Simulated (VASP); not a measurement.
# Pt (P6_3/mmc) in VASP: notebook, part 2 of 2

VASP 6.6.1. Earlier steps stand in the parts before.

## (4) Single point, PBE

This run uses another cell than the first one, of 14.64 Å³/atom, 1.010 times its volume.

INCAR reads:

```
SYSTEM = Pt
PREC = Accurate ; ENCUT = 520
EDIFF = 1E-7 ; ISMEAR = 0
SIGMA = 0.15 ; LREAL = .FALSE.
LASPH = .TRUE. ; NELM = 60
ALGO = Fast ; ISIF = 2
LWAVE = .FALSE. ; LCHARG = .FALSE.
GGA = PE ; NBANDS = 17
```

KPOINTS reads:

```
regular mesh
0
G
  18 18 10
  0 0 0
```

POSCAR reads:

```
Pt
1.0
    2.7103000000      0.0000000000      0.0000000000
   -1.3551500000      2.3471886519      0.0000000000
    0.0000000000      0.0000000000      4.6021000000
Pt
2
Direct
    0.6666666667      0.3333333333      0.7500000000
    0.3333333333      0.6666666667      0.2500000000
```

Potentials or basis: VASP PAW PBE potentials, release 64 (Pt).

Run with:

```
> cat potpaw_PBE.64/Pt/POTCAR > POTCAR
> mpirun -np 1 vasp_std > vasp.out
```

OUTCAR:

```text
SYSTEM = Pt
   PREC = Accurate
   ENCUT = 520
   EDIFF = 1E-7
   ISMEAR = 0
   LREAL = .FALSE.
   LASPH = .TRUE.
   NELM = 60
   ISIF = 2
   GGA = PE

 ion  position               nearest neighbor table
   1  0.667  0.333  0.750-   2 2.78   2 2.78   2 2.78   2 2.78   2 2.78   2 2.78
   2  0.333  0.667  0.250-   1 2.78   1 2.78   1 2.78   1 2.78   1 2.78   1 2.78

  LATTYP: Found a hexagonal cell.
 ALAT       =     2.7103000000
 C/A-ratio  =     1.6980039110

  Lattice vectors:

 A1 = (   2.7103000000,   0.0000000000,   0.0000000000)
 A2 = (  -1.3551500000,   2.3471886519,   0.0000000000)
 A3 = (   0.0000000000,   0.0000000000,   4.6021000000)

Analysis of symmetry for initial positions (statically):
=====================================================================
 Subroutine PRICEL returns:
 Original cell was already a primitive cell.

 Routine SETGRP: Setting up the symmetry group for a
 hexagonal supercell.

 Subroutine GETGRP returns: Found 24 space group operations
 (whereof 12 operations were pure point group operations)
 out of a pool of 24 trial point group operations.

[... 159 lines left out ...]
  ext. energy  EPLUGINS =         0.00000000
  ---------------------------------------------------
  free energy    TOTEN  =       -11.96602811 eV

  energy without entropy =      -11.92487792  energy(sigma->0) =      -11.94545302

 E-fermi :  11.8294     XC(G=0): -13.6677

 val. band max:       11.8257047431   @ k =   0.2778   0.0556   0.0000
 cond. band min:      11.8304053708   @ k =   0.3889   0.0556   0.5000
 fundamental gap:      0.0047006277
 Fermi energy:        11.8294339445

 k-point     1 :       0.0000    0.0000    0.0000
  band No.  band energies     occupation
      1       1.2895      2.00000
      2       4.0756      2.00000
      3       7.5516      2.00000
      4       7.9757      2.00000
      5       7.9757      2.00000
      6       8.4324      2.00000
[... 457 lines left out ...]
      4       7.9085      2.00000
      5       8.1176      2.00000
      6       8.2093      2.00000
[... 9 lines left out ...]
     16      24.6056      0.00000
     17      26.0187      0.00000

 [... further k-points ...]
[... 5 lines left out ...]
  --------------------------------------------------------------------------------------
  -------------------------------------------------------------------------------------
  Total        3.7102888      3.7102888      4.0990103     -0.0000000     -0.0000000      0.0000000
  in kB      203.0471417    203.0471417    224.3200966     -0.0000000     -0.0000000      0.0000000
  external PRESSURE =     210.1381267 kB  Pullay stress =       0.0000000 kB

 VOLUME and BASIS-vectors are now :
 -----------------------------------------------------------------------------
  energy-cutoff  :      520.00
  volume of cell :       29.28
      direct lattice vectors                 reciprocal lattice vectors
     2.710300000  0.000000000  0.000000000     0.368962845  0.213020798  0.000000000
    -1.355150000  2.347188652  0.000000000     0.000000000  0.426041596  0.000000000
     0.000000000  0.000000000  4.602100000     0.000000000  0.000000000  0.217292106

 POSITION                                       TOTAL-FORCE (eV/Angst)
 -----------------------------------------------------------------------------------
      1.35515      0.78240      3.45158         0.000000      0.000000      0.000000
     -0.00000      1.56479      1.15053        -0.000000     -0.000000      0.000000
 -----------------------------------------------------------------------------------
    total drift:                               -0.000000      0.000000     -0.000000

  FREE ENERGIE OF THE ION-ELECTRON SYSTEM (eV)
  ---------------------------------------------------
  free  energy   TOTEN  =       -11.9660281144 eV

  energy  without entropy=      -11.9248779190  energy(sigma->0) =      -11.94545302
```

stdout:

```text
POSCAR found type information on POSCAR Pt
 POSCAR found :  1 types and       2 ions
 scaLAPACK will be used
 LDA part: xc-table for (Slater+PW92), standard interpolation
 POSCAR, INCAR and KPOINTS ok, starting setup
 FFT: planning ... GRIDC
 FFT: planning ... GRID_SOFT
 FFT: planning ... GRID
 WAVECAR not read
 entering main loop
```

It took 94 s on 1 thread of Intel Xeon Platinum 8259CL at 2.50GHz (Skylake/Cascade Lake), shared host; peak memory 0.21 GiB.

Results:

* Free energy: -11.9660 eV
* Pressure: 21.0 GPa
* Band gap on the k mesh: zero (band 10 reaches 12.32 eV, above the bottom of band 11 at 10.90 eV)

Caveat: spin-orbit coupling is left out, which moves the levels of the heavy elements.

## (5) Single point, PBE

This run uses another cell than the first one, of 14.67 Å³/atom, 1.013 times its volume.

INCAR reads:

```
SYSTEM = Pt
PREC     = Accurate       ! precision mode
ENCUT    = 520            ! plane-wave cutoff, eV
EDIFF    = 1E-6           ! SCF threshold, eV
ISMEAR   = 0              ! smearing method
SIGMA    = 0.15           ! smearing width, eV
LREAL    = .False.        ! projectors in reciprocal space
LASPH    = .True.         ! aspherical terms in the spheres
NELM     = 80             ! most SCF steps
ALGO     = Fast           ! electronic algorithm
ISIF     = 2              ! what is computed and relaxed
LWAVE    = .False.        ! write WAVECAR
LCHARG   = .False.        ! write CHGCAR
GGA      = PE             ! functional
NBANDS   = 17             ! bands
```

KPOINTS reads:

```
Automatic mesh
0
Gamma
  18 18 10
  0 0 0
```

POSCAR reads:

```
Pt
1.0
    2.6620000000      0.0000000000      0.0000000000
   -1.3310000000      2.3053596249      0.0000000000
    0.0000000000      0.0000000000      4.7813829983
Pt
2
Direct
    0.6666666667      0.3333333333      0.7500000000
    0.3333333333      0.6666666667      0.2500000000
```

Potentials or basis: VASP PAW PBE potentials, release 64 (Pt).

Run with:

```
> cat potpaw_PBE.64/Pt/POTCAR > POTCAR
> mpirun -np 1 vasp_std > vasp.out
```

OUTCAR:

```text
SYSTEM = Pt
   PREC = Accurate
   ENCUT = 520
   EDIFF = 1E-6
   ISMEAR = 0
   LREAL = .False.
   LASPH = .True.
   NELM = 80
   ISIF = 2
   GGA = PE

 ion  position               nearest neighbor table
   1  0.667  0.333  0.750-   2 2.84   2 2.84   2 2.84   2 2.84   2 2.84   2 2.84
   2  0.333  0.667  0.250-   1 2.84   1 2.84   1 2.84   1 2.84   1 2.84   1 2.84

  LATTYP: Found a hexagonal cell.
 ALAT       =     2.6620000000
 C/A-ratio  =     1.7961619077

  Lattice vectors:

 A1 = (   2.6620000000,   0.0000000000,   0.0000000000)
 A2 = (  -1.3310000000,   2.3053596249,   0.0000000000)
 A3 = (   0.0000000000,   0.0000000000,   4.7813829983)

Analysis of symmetry for initial positions (statically):
=====================================================================
 Subroutine PRICEL returns:
 Original cell was already a primitive cell.

 Routine SETGRP: Setting up the symmetry group for a
 hexagonal supercell.

 Subroutine GETGRP returns: Found 24 space group operations
 (whereof 12 operations were pure point group operations)
 out of a pool of 24 trial point group operations.

The static configuration has the point symmetry D_3d.
 The point group associated with its full space group is D_6h.

Analysis of symmetry for dynamics (positions and initial velocities):
=====================================================================
 Subroutine PRICEL returns:
 Original cell was already a primitive cell.

 Routine SETGRP: Setting up the symmetry group for a
 hexagonal supercell.

 Subroutine GETGRP returns: Found 24 space group operations
 (whereof 12 operations were pure point group operations)
 out of a pool of 24 trial point group operations.

The dynamic configuration has the point symmetry D_3d.
 The point group associated with its full space group is D_6h.

 Subroutine INISYM returns: Found 24 space group operations
 (whereof 12 operations are pure point group operations),
 and found     1 'primitive' translations

----------------------------------------------------------------------------------------

                                     Primitive cell

  volume of cell :      29.3427

  direct lattice vectors                    reciprocal lattice vectors
     2.662000000  0.000000000  0.000000000     0.375657400  0.216885901  0.000000000
    -1.331000000  2.305359625  0.000000000     0.000000000  0.433771803  0.000000000
     0.000000000  0.000000000  4.781382998     0.000000000  0.000000000  0.209144509

  length of vectors
     2.662000000  2.662000000  4.781382998     0.433771803  0.433771803  0.209144509

  position of ions in fractional coordinates (direct lattice)
     0.666666667  0.333333333  0.750000000
     0.333333333  0.666666667  0.250000000

  ion indices of the primitive-cell ions
   primitive index   ion index
                 1           1
                 2           2

----------------------------------------------------------------------------------------

 KPOINTS: Automatic mesh

Automatic generation of k-mesh.
 Grid dimensions read from file:
 generate k-points for:   18   18   10

 Generating k-lattice:

  Cartesian coordinates                     Fractional coordinates (reciprocal lattice)
     0.020869856  0.012049217  0.000000000     0.055555556  0.000000000  0.000000000
     0.000000000  0.024098433  0.000000000     0.000000000  0.055555556  0.000000000
     0.000000000  0.000000000  0.020914451     0.000000000  0.000000000  0.100000000

  Length of vectors
     0.024098433  0.024098433  0.020914451

  Shift w.r.t. Gamma in fractional coordinates (k-lattice)
     0.000000000  0.000000000  0.000000000

 Subroutine IBZKPT returns following result:
 ===========================================

 Found    222 irreducible k-points:

 Following reciprocal coordinates:
            Coordinates               Weight
  0.000000  0.000000  0.000000      1.000000
  0.055556  0.000000  0.000000      6.000000
  0.111111  0.000000  0.000000      6.000000
  0.166667  0.000000  0.000000      6.000000
  0.222222  0.000000  0.000000      6.000000
  0.277778  0.000000  0.000000      6.000000
[... 16 lines left out ...]
  0.333333  0.111111  0.000000     12.000000
  0.388889  0.111111  0.000000     12.000000
 [... further k-points ...]
   k-points           NKPTS =    222   k-points in BZ     NKDIM =    222   number of bands    NBANDS=     17
   number of dos      NEDOS =    301   number of ions     NIONS =      2
   total plane-waves  NPLWV =  14400
   dimension x,y,z NGX =    20 NGY =   20 NGZ =   36
   dimension x,y,z NGXF=    40 NGYF=   40 NGZF=   72
   ions per type =               2
   NGX,Y,Z   is equivalent  to a cutoff of  12.49, 12.49, 12.52 a.u.
   NGXF,Y,Z  is equivalent  to a cutoff of  24.98, 24.98, 25.03 a.u.
 SYSTEM =  Pt
   PREC   = accura    normal or accurate (medium, high low for compatibility)
   ISTART =      0    job   : 0-new  1-cont  2-samecut
   ICHARG =      2    charge: 1-file 2-atom 10-const
   ISPIN  =      1    spin polarized calculation?
   LNONCOLLINEAR =      F non collinear calculations
   LSORBIT =      F    spin-orbit coupling
   LASPH  =      T    aspherical Exc in radial PAW
   ENCUT  =  520.0 eV  38.22 Ry    6.18 a.u.   4.95  4.95  8.89*2*pi/ulx,y,z
   NELM   =     80;   NELMIN=  2; NELMDL= -5     # of ELM steps
   EDIFF  = 0.1E-05   stopping-criterion for ELM
   LREAL  =      F    real-space projection
   EDIFFG = 0.1E-04   stopping-criterion for IOM
   NSW    =      0    number of steps for IOM
   IBRION =     -1    ionic relax: 0-MD 1-quasi-New 2-CG
   NFREE  =      0    steps in history (QN), initial steepest desc. (CG)
   ISIF   =      2    stress and relaxation
   ISYM   =      2    0-nonsym 1-usesym 2-fastsym
   POTIM  = 0.5000    time-step for ionic-motion
   TEBEG  =    0.0;   TEEND  =   0.0 temperature during run
   PSTRESS=    0.0 pullay stress
   NELECT =      20.0000    total number of electrons
   NUPDOWN=      -1.0000    fix difference up-down
   EMIN   =  10.00;   EMAX   =-10.00  energy-range for DOS
   EFERMI =   0.00;   METHOD = LEGACY
   ISMEAR =     0;   SIGMA  =   0.15  broadening in eV -4-tet -1-fermi 0-gaus
   EFERMI_NEDOS =   21; number of points for ismear=-14 and -15
   IALGO  =     68    algorithm
   IMIX   =      4    mixing-type and parameters
     AMIX     =   0.40;   BMIX     =  1.00
     AMIX_MAG =   1.60;   BMIX_MAG =  1.00
  volume/ion in A,a.u.               =      14.67        99.01
  Fermi-wavevector in a.u.,A,eV,Ry     =   1.440737  2.722598 28.241931  2.075723
  Thomas-Fermi vector in A             =   2.559448
   LORBIT       =      0    0 simple, 1 ext, 2 COOP (PROOUT), +10 PAW based schemes
   GGA     = PE    functional components
   LHFCALC =     F    Hartree Fock is set to
   AEXX    =    0.0000 exact exchange contribution
   IVDW    =     0    specifies the selected vdW correction
   LEPSILON=     F    determine dielectric tensor
   LRPA    =     F    only Hartree local field effects (RPA)
 non-spin polarized calculation
 RMM-DIIS sequential band-by-band and
 Gauss-broadening in eV      SIGMA  =   0.15
  energy-cutoff  :      520.00
  volume of cell :       29.34
 maximum number of plane-waves:       810
 NGX is ok and might be reduce to    20
   NGX =  9   NGY =  9   NGZ = 17

 number of electron      20.0000004 magnetization

 Free energy of the ion-electron system (eV)
  ---------------------------------------------------
  ext. energy  EPLUGINS =         0.00000000
  ---------------------------------------------------
  free energy    TOTEN  =       -11.93497697 eV

  energy without entropy =      -11.90266884  energy(sigma->0) =      -11.91882291

 E-fermi :  11.7535     XC(G=0): -13.6454

 val. band max:       11.7505277638   @ k =   0.2778   0.2222   0.0000
 cond. band min:      11.7587728787   @ k =   0.3889   0.2222   0.4000
 fundamental gap:      0.0082451149
 Fermi energy:        11.7535257457

 k-point     1 :       0.0000    0.0000    0.0000
  band No.  band energies     occupation
      1       1.2637      2.00000
      2       3.8244      2.00000
      3       7.0807      2.00000
      4       7.8910      2.00000
      5       7.8910      2.00000
      6       8.2479      2.00000
[... 9 lines left out ...]
     16      28.9629      0.00000
     17      34.2034      0.00000
[... 441 lines left out ...]
 k-point    24 :       0.3889    0.1111    0.0000
  band No.  band energies     occupation
      1       4.9151      2.00000
      2       5.0596      2.00000
      3       5.5453      2.00000
      4       7.8251      2.00000
      5       8.1487      2.00000
      6       8.3419      2.00000
[... 9 lines left out ...]
     16      24.7810      0.00000
     17      25.8069      0.00000

 [... further k-points ...]
[... 5 lines left out ...]
  --------------------------------------------------------------------------------------
  -------------------------------------------------------------------------------------
  Total        4.9571173      4.9571173      2.2982131      0.0000000     -0.0000000     -0.0000000
  in kB      270.6696176    270.6696176    125.4875427      0.0000000     -0.0000000     -0.0000000
  external PRESSURE =     222.2755926 kB  Pullay stress =       0.0000000 kB

 VOLUME and BASIS-vectors are now :
 -----------------------------------------------------------------------------
  energy-cutoff  :      520.00
  volume of cell :       29.34
      direct lattice vectors                 reciprocal lattice vectors
     2.662000000  0.000000000  0.000000000     0.375657400  0.216885901  0.000000000
    -1.331000000  2.305359625  0.000000000     0.000000000  0.433771803  0.000000000
     0.000000000  0.000000000  4.781382998     0.000000000  0.000000000  0.209144509

 POSITION                                       TOTAL-FORCE (eV/Angst)
 -----------------------------------------------------------------------------------
      1.33100      0.76845      3.58604         0.000000      0.000000      0.000000
     -0.00000      1.53691      1.19535        -0.000000     -0.000000      0.000000
 -----------------------------------------------------------------------------------
    total drift:                               -0.000000      0.000000     -0.000000

  FREE ENERGIE OF THE ION-ELECTRON SYSTEM (eV)
  ---------------------------------------------------
  free  energy   TOTEN  =       -11.9349769713 eV

  energy  without entropy=      -11.9026688437  energy(sigma->0) =      -11.91882291
```

Run time: 85 s. Hardware: 1 thread of Intel Xeon Platinum 8259CL at 2.50GHz (Skylake/Cascade Lake), shared host; peak memory 0.21 GiB.

Results:

| Property | Result |
| --- | --- |
| Free energy | -11.9350 eV |
| Pressure | 22.2 GPa |
| Band gap on the k mesh | zero (band 10 reaches 12.48 eV, above the bottom of band 11 at 10.95 eV) |

Levels at points of the mesh, in eV from the Fermi level:
| k point | band 7 | band 8 | band 9 | band 10 | band 11 | band 12 | band 13 | band 14 |
| --- | --- | --- | --- | --- | --- | --- | --- | --- |
| (0.00, 0.00, 0.00) | -3.51 | -1.76 | -1.76 | -1.28 | -0.20 | -0.20 | 4.74 | 15.11 |
| (0.50, 0.00, 0.00) | -2.78 | -0.08 | 0.55 | 0.73 | 2.49 | 4.12 | 7.69 | 8.94 |
| (0.00, 0.00, 0.50) | -3.82 | -3.82 | -0.81 | -0.81 | -0.81 | -0.81 | 11.70 | 11.70 |
| (0.50, 0.00, 0.50) | -1.00 | -1.00 | 0.65 | 0.65 | 1.70 | 1.70 | 7.24 | 7.24 |

Caveat: spin-orbit coupling is left out, which moves the levels of the heavy elements.

## (6) Single point, PBE

This run uses another cell than the first one, of 14.67 Å³/atom, 1.013 times its volume.

INCAR reads:

```
SYSTEM = Pt
ALGO = Normal ; EDIFF = 1E-7
ENCUT = 520 ; GGA = PE
ISIF = 2 ; ISMEAR = 0
LASPH = .True. ; LCHARG = .False.
LREAL = .False. ; LWAVE = .False.
NBANDS = 17 ; NELM = 80
PREC = Accurate ; SIGMA = 0.15
```

KPOINTS reads:

```
k-points
0
Gamma
  18 18 10
  0 0 0
```

POSCAR reads:

```
Pt
1.0
    2.6137000000      0.0000000000      0.0000000000
   -1.3068500000      2.2635305979      0.0000000000
    0.0000000000      0.0000000000      4.9607000000
Pt
2
Direct
    0.6666666667      0.3333333333      0.7500000000
    0.3333333333      0.6666666667      0.2500000000
```

Potentials or basis: VASP PAW PBE potentials, release 64 (Pt).

Run with:

```
> cat potpaw_PBE.64/Pt/POTCAR > POTCAR
> mpirun -np 1 vasp_std > vasp.out
```

Run time: 96 s. Hardware: 1 thread of Intel Xeon Platinum 8259CL at 2.50GHz (Skylake/Cascade Lake), shared host; peak memory 0.21 GiB.

It converged, with:

```
Free energy            : -11.7733 eV
Pressure               : 27.0 GPa
Band gap on the k mesh : zero (band 10 reaches 12.72 eV, above the bottom of band 11 at 10.96 eV)
```

Stress tensor (GPa, compression positive):
```
38.42  0.00  0.00
 0.00 38.42  0.00
 0.00  0.00  4.13
```

Levels at points of the mesh, in eV from the Fermi level:
```
           k point  band 8  band 9  band 10  band 11  band 12  band 13
(0.00, 0.00, 0.00)   -1.60   -1.34    -1.34    -0.10    -0.10     4.02
(0.50, 0.00, 0.00)   -0.21    0.88     1.00     2.57     4.23     7.89
(0.00, 0.00, 0.50)   -3.83   -0.63    -0.63    -0.63    -0.63    10.52
(0.50, 0.00, 0.50)   -0.99    0.95     0.95     1.73     1.73     7.61
```

Caveat: spin-orbit coupling is left out, which moves the levels of the heavy elements.

## (7) The runs side by side

| cell | gap on the mesh (eV) | pressure (GPa) |
| --- | --- | --- |
| a = 2.662, b = 2.662, c = 4.722 Å, angles 90.0, 90.0, 120.0°, 2 atoms | none | 26.1 |
| a = 2.614, b = 2.614, c = 4.901 Å, angles 90.0, 90.0, 120.0°, 2 atoms | none | 30.3 |
| a = 2.710, b = 2.710, c = 4.602 Å, angles 90.0, 90.0, 120.0°, 2 atoms | none | 21.0 |
| a = 2.662, b = 2.662, c = 4.781 Å, angles 90.0, 90.0, 120.0°, 2 atoms | none | 22.2 |
| a = 2.614, b = 2.614, c = 4.961 Å, angles 90.0, 90.0, 120.0°, 2 atoms | none | 27.0 |

Alike in all rows: task single point; level PBE; potentials or basis VASP PAW PBE potentials, release 64 (Pt); no spin polarisation; k mesh 18 × 18 × 10; cutoff (eV) 520; smearing gaussian 0.15 eV.

Caveats: spin-orbit coupling is left out, which moves the levels of the heavy elements.

Total energies depend on the potentials used, so only differences within one code and one set of settings carry meaning.
